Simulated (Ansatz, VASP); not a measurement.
## Two plane-wave programs on SiCl

```xyz
4
Lattice="0.0000 3.3363 3.3363 3.3363 0.0000 3.3363 3.3363 3.3363 0.0000" Properties=species:S:1:pos:R:3 pbc="T T T"
Si    0.0000    0.0000    0.0000
Si    1.6681    1.6681    1.6681
Cl    3.3363    3.3363    3.3363
Cl    5.0044    5.0044    5.0044
```

Alike in both runs: functional PBE; k mesh 12 × 12 × 12; occupations gaussian, width 0.1 eV; no spin polarisation.

Ansatz relaxed the structure, and its values are those at the end. VASP's run is a single point on that final structure, the one shown.

|  | VASP | Ansatz |
| --- | --- | --- |
| version | VASP 6.6.1 | Ansatz 0.2.0 |
| potentials or method | VASP PAW PBE potentials, release 64 (Si, Cl), cutoff 520 eV | scalar-relativistic, plane waves, PAW |
| valence electrons in the cell | 22 | 22 |

|  | VASP | Ansatz | Ansatz less VASP |
| --- | --- | --- | --- |
| gap on the k mesh at the Fermi level (eV) | none | none | - |
| pressure (GPa) | -0.1 | 0.0 | +0.09 |

A gap of «none» marks a metal or a gap that the smearing closes. The functional is the same, so the differences come from potentials, cutoffs and numerics.
